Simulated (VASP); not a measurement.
In3B2As:

```
In B As
1.0
     5.04148    0.00000    0.00000
    -2.52074    4.36605    0.00000
     0.00000    0.00000    5.70756
In B As
3 2 1
Direct
  0.00000 0.00000 0.00000
  0.33333 0.66667 0.50000
  0.33333 0.66667 0.00000
  0.66667 0.33333 0.85933
  0.66667 0.33333 0.14067
  0.00000 0.00000 0.50000
```

The cell was generated, and may not be a known phase.

```yaml
Program: VASP 6.6.1
Task: relaxation of cell and atoms
Functional: PBE
Potentials_or_basis: VASP PAW PBE potentials, release 64 (In_d, B, As)
Cutoff: 600 eV
k_mesh: 6 × 6 × 4
Occupations: gaussian, width 0.1 eV
Spin: no spin polarisation
```

At the start: pressure 0.6 GPa; volume 20.94 Å³/atom.

How do energy, volume and symmetry change on relaxing?

Over 8 steps the energy falls by 8.1 meV/atom and the volume is 21.11 Å³/atom (+0.8 %); space group P-6m2 (No. 187, to 0.1 Å) before and after.

Step by step:
| step | energy change (eV) | largest force (eV/Å) | pressure (GPa) | volume (Å³) |
| --- | --- | --- | --- | --- |
| 1 | 0.0000 | 0.2139 | 0.60 | 125.63 |
| 2 | -0.0261 | 0.7345 | -0.65 | 127.03 |
| 3 | -0.0294 | 0.5202 | -0.37 | 126.67 |
| 4 | -0.0473 | 0.0944 | 0.10 | 126.31 |
| 5 | -0.0482 | 0.0348 | 0.24 | 126.20 |
| 6 | -0.0483 | 0.0470 | 0.26 | 126.19 |
| 7 | -0.0488 | 0.0403 | 0.00 | 126.77 |
| 8 | -0.0488 | 0.0265 | 0.04 | 126.67 |

Final structure:
```cif
data_structure
_symmetry_space_group_name_H-M 'P 1'
_symmetry_Int_Tables_number 1
_cell_length_a 4.9788
_cell_length_b 4.9788
_cell_length_c 5.9007
_cell_angle_alpha 90.000
_cell_angle_beta 90.000
_cell_angle_gamma 120.000
_cell_volume 126.67
loop_
_atom_site_label
_atom_site_type_symbol
_atom_site_fract_x
_atom_site_fract_y
_atom_site_fract_z
_atom_site_occupancy
In1 In 0.00000 0.00000 0.00000 1
In2 In 0.33333 0.66667 0.50000 1
In3 In 0.33333 0.66667 0.00000 1
B1 B 0.66667 0.33333 0.86263 1
B2 B 0.66667 0.33333 0.13737 1
As1 As 0.00000 0.00000 0.50000 1
```
